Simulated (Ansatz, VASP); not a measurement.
# One calculation of K, two programs

Contents of INCAR:

```
ALGO = Normal
EDIFF = 1E-6
ENCUT = 520
GGA = PE
ISIF = 2
ISMEAR = -1
LASPH = T
LCHARG = F
LREAL = F
LWAVE = F
NBANDS = 10
NELM = 80
PREC = Accurate
SIGMA = 0.1
```

Contents of KPOINTS:

```
k-points
0
Gamma
  10 10 10
```

File POSCAR:

```
K
1.0
    0.0000000000      3.2134815343      3.2134815343
    3.2134815343      0.0000000000      3.2134815343
    3.2134815343      3.2134815343      0.0000000000
K
1
Direct
    0.0000000000      0.0000000000      0.0000000000
```

Input for Ansatz:

```yaml
crystal:
  lattice:
    - [0.0, 3.2134815343, 3.2134815343]
    - [3.2134815343, 0.0, 3.2134815343]
    - [3.2134815343, 3.2134815343, 0.0]
  atoms:
    - { symbol: K, position: [0.0, 0.0, 0.0] }
kpoints:
  mp_grid: { grid: [10, 10, 10] }
scf:
  occupations: { method: fermi_dirac, width: 0.1 }
hamiltonian:
  xc: pbe
  pseudopotentials: { kind: all_electron, lapw: { basis_error: 0.001 } }
output:
  forces: true
  stress: true
  eigenvalues: true
  populations: true
```

Change from the starting cell: volume scaled by 0.9, LAPW.

Alike in both runs: task single point; functional PBE; k mesh 10 × 10 × 10; occupations fermi-dirac, width 0.1 eV; no spin polarisation.

|  | VASP | Ansatz |
| --- | --- | --- |
| version | VASP 6.6.1 | Ansatz 0.2.0 |
| potentials or method | VASP PAW PBE potentials, release 64 (K_sv), cutoff 520 eV | all-electron LAPW, scalar-relativistic |

|  | VASP | Ansatz | Ansatz less VASP |
| --- | --- | --- | --- |
| pressure (GPa) | 0.5 | 0.5 | +0.01 |

Ansatz ran all-electron here, and VASP with PAW potentials.
